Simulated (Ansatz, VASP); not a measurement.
One calculation of InGa3P4, two programs

```
CELL_PARAMETERS angstrom
5.27495 0.00000 0.00000
0.00000 5.27495 0.00000
0.00000 0.00000 5.27495
ATOMIC_POSITIONS crystal
In 0.50000 0.50000 0.50000
Ga 0.00000 0.00000 0.50000
Ga 0.50000 0.00000 0.00000
Ga 0.00000 0.50000 0.00000
P 0.50000 0.50000 0.00000
P 0.00000 0.50000 0.50000
P 0.50000 0.00000 0.50000
P 0.00000 0.00000 0.00000
```

Alike in both runs: functional PBE; k mesh 4 × 4 × 4; occupations gaussian, width 0.1 eV; no spin polarisation.

Ansatz relaxed the structure, and its values are those at the end. VASP's run is a single point on that final structure, the one shown.

```csv
,VASP,Ansatz
version,VASP 6.6.1,Ansatz 0.2.0
potentials or method,"VASP PAW PBE potentials, release 64 (In_d, Ga_d, P), cutoff 520 eV","scalar-relativistic, plane waves, PAW"
valence electrons in the cell,72,72
```

```csv
,VASP,Ansatz,Ansatz less VASP
gap on the k mesh at the Fermi level (eV),none,none,-
pressure (GPa),0.0,0.0,-0.03
```

A gap of «none» marks a metal or a gap that the smearing closes.
